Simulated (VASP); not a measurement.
Input of a VASP 6.6.1 run:

Contents of INCAR:

```
SYSTEM = CeO2
PREC = Accurate ; ENCUT = 520
EDIFF = 1E-7 ; ISMEAR = 0
SIGMA = 0.05 ; LREAL = .False.
LASPH = .True. ; NELM = 60
ALGO = Normal ; ISIF = 2
LWAVE = .False. ; LCHARG = .False.
GGA = PE ; NBANDS = 19
```

KPOINTS

```
Automatic mesh
0
Gamma
  10 10 10
  0 0 0
```

The input POSCAR:

```
CeO2
1.0
    1.9316244551      1.1152238991      3.1555473298
   -1.9316244551      1.1152238991      3.1555473298
    0.0000000000     -2.2304477983      3.1555473297
Ce O
1 2
Direct
    0.0000000000      0.0000000000      0.0000000000
    0.2521071912      0.2521071912      0.2521071912
    0.7500054904      0.7500054904      0.7500054904
```

Potentials or basis: VASP PAW PBE potentials, release 64 (Ce, O).

The run is started by

```console
$ cat potpaw_PBE.64/Ce/POTCAR potpaw_PBE.64/O/POTCAR > POTCAR
$ mpirun -np 1 vasp_std > vasp.out
```

Task: Estimate the pressure.

Result: 0.0 GPa.

Task: What does it give for the band gap on the k mesh?

Result: 1.88 eV (least direct gap 1.95 eV).

Stress tensor (GPa, compression positive):
```
 0.03  0.00  0.00
 0.00  0.03  0.00
 0.00  0.00 -0.15
```

Caveat: the cell differs from its parent crystal (atom 2 (O) moved 0.02 Å along z); spin-orbit coupling is left out, which moves the levels of the heavy elements. Spin polarisation is off, so any magnetic state and its effect on volume and gap are missing.
